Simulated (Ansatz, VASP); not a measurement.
Given: the input of a run of VASP 6.6.1 on MoS2.

The input INCAR:

```
SYSTEM = MoS2
ALGO = Normal
EDIFF = 1E-6
ENCUT = 520
GGA = PS
ISIF = 2
ISMEAR = -1
LASPH = .True.
LCHARG = .True.
LELF = .True.
LREAL = .False.
LVHAR = .True.
LWAVE = .False.
NBANDS = 20
NELM = 60
PREC = Accurate
SIGMA = 0.05
```

KPOINTS

```
k-points
0
Gamma
  10 10 10
  0 0 0
```

POSCAR

```
MoS2
1.0
    1.5855000000      0.9153888518      6.1149966667
   -1.5855000000      0.9153888518      6.1149966667
    0.0000000000     -1.8307777036      6.1149966667
Mo S
1 2
Direct
    0.0000000000      0.0000000000      0.0000000000
    0.2500000000      0.2500000000      0.2500000000
    0.7500000000      0.7500000000      0.7500000000
```

Potentials or basis: VASP PAW PBE potentials, release 64 (Mo_sv, S).

The run is started by

```console
$ cat potpaw_PBE.64/Mo_sv/POTCAR potpaw_PBE.64/S/POTCAR > POTCAR
$ mpirun -np 1 vasp_std > vasp.out
```

Set up the same calculation for Ansatz 0.2.0. Potentials there: all-electron LAPW, scalar-relativistic.

As run (the cutoff follows the program's own potentials):

Contents of input.yaml:

```yaml
crystal:
  lattice:
    - [1.5855, 0.9153888518, 6.1149966667]
    - [-1.5855, 0.9153888518, 6.1149966667]
    - [0.0, -1.8307777036, 6.1149966667]
  atoms:
    - { symbol: Mo, position: [0.0, 0.0, 0.0] }
    - { symbol: S, position: [0.25, 0.25, 0.25] }
    - { symbol: S, position: [0.75, 0.75, 0.75] }
kpoints:
  mp_grid: { grid: [10, 10, 10] }
scf:
  occupations: { method: fermi_dirac, width: 0.05 }
hamiltonian:
  xc: pbesol
  pseudopotentials: { kind: all_electron, lapw: { basis_error: 0.001 } }
output:
  forces: true
  stress: true
  eigenvalues: true
  populations: true
```

Potentials or basis: all-electron LAPW, scalar-relativistic.

The run is started by

```sh
$ ansatz run input.yaml --threads 2 --pin off --max-ram 8192MiB --backend cpu --events-out ev --progress --plain --runs-dir out
```

Both were run:

|  | VASP | Ansatz | Ansatz less VASP |
| --- | --- | --- | --- |
| gap on the k mesh at the Fermi level (eV) | none | none | - |
| pressure (GPa) | 2.9 | 2.9 | +0.02 |
| traceless stress, the component that is largest in VASP (GPa) | 3.47 | 3.44 | -0.030 |
| rms of the force components (eV/Å) | 0.360 | 0.357 | -0.0023 |

VASP's potentials were made for PBE, not for PBEsol. Atom by atom the forces differ by 0.002 eV/Å (rms over components). A gap of «none» marks a metal or a gap that the smearing closes. Ansatz ran all-electron here, and VASP with PAW potentials.
